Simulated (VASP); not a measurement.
Ag: relaxation of cell and atoms with LDA

The system is Ag.

```
Ag
1.0
     2.89000    0.00000    0.00000
    -1.44500    2.50281    0.00000
     0.00000    0.00000    4.71937
Ag
2
Cartesian
  0.0000 1.6685 1.1798
  1.4450 0.8343 3.5395
```

```json
{
 "Program": "VASP 6.6.1",
 "Task": "relaxation of cell and atoms",
 "Functional": "LDA",
 "Potentials or basis": "VASP PAW LDA potentials, release 64 (Ag)",
 "Cutoff": "600 eV",
 "k mesh": "10 × 10 × 5",
 "Occupations": "methfessel-paxton, width 0.1 eV",
 "Spin": "no spin polarisation",
 "Target pressure": "45 GPa",
 "Dipole correction": "no",
 "Further INCAR settings": "ALGO = Normal; EDIFF = 1e-07; IBRION = 2; EDIFFG = -0.02; NSW = 80; ISIF = 3"
}
```

| Property | Result |
| --- | --- |
| Relaxed volume | 13.27 Å³/atom |
| Relaxed cell | a = 2.664 Å, b = 2.664 Å, c = 4.320 Å, α = 90.00°, β = 90.00°, γ = 120.00° |
| Space group after relaxing (to 0.05 Å) | P6_3/mmc (No. 194) |
| Energy change on relaxing (the enthalpy is what falls) | +302.1 meV/atom |
| Ionic steps | 11 |
| Pressure after relaxing | 45.0 GPa |
| Band gap on the k mesh | zero (band 11 reaches 15.50 eV, above the bottom of band 12 at 8.70 eV) |

Step by step:
| step | energy change (eV) | largest force (eV/Å) | pressure (GPa) | volume (Å³) |
| --- | --- | --- | --- | --- |
| 1 | 0.0000 | 0.0000 | -6.61 | 34.14 |
| 2 | 29.0534 | 0.0000 | 1191.77 | 13.54 |
| 3 | -0.0334 | 0.0000 | 3.57 | 31.44 |
| 4 | 0.0596 | 0.0000 | 14.01 | 29.69 |
| 5 | 0.7864 | 0.0000 | 53.46 | 25.95 |
| 6 | 0.5766 | 0.0000 | 43.60 | 26.64 |
| 7 | 0.6148 | 0.0000 | 45.44 | 26.51 |
| 8 | 0.5810 | 0.0000 | 43.90 | 26.62 |
| 9 | 0.5931 | 0.0000 | 44.45 | 26.58 |
| 10 | 0.6162 | 0.0000 | 45.61 | 26.50 |
| 11 | 0.6042 | 0.0000 | 45.02 | 26.54 |

Final structure:
```
Ag
1.0
     2.66356    0.00000    0.00000
    -1.33178    2.30671    0.00000
     0.00000    0.00000    4.31976
Ag
2
Cartesian
  0.0000 1.5378 1.0799
  1.3318 0.7689 3.2398
```

Levels at points of the mesh, in eV from the Fermi level:
```csv
k point,band 7,band 8,band 9,band 10,band 11,band 12,band 13,band 14,band 15
"(0.00, 0.00, 0.00)",-5.53,-5.04,-5.04,-3.42,-3.42,-1.27,5.17,15.89,18.23
"(0.50, 0.00, 0.00)",-4.81,-3.21,-3.07,-2.98,-0.02,2.08,8.01,8.26,11.69
```

It took 100 s on 1 thread of Intel(R) Xeon(R) Platinum 8259CL CPU @ 2.50GHz (Skylake/Cascade Lake) (shared host), peak memory 0.17 GiB.

Caveat: the cell is relaxed towards a set pressure, so the enthalpy falls and the energy may rise; the volume moved by over 15 % at a fixed basis, so the end points are rough.
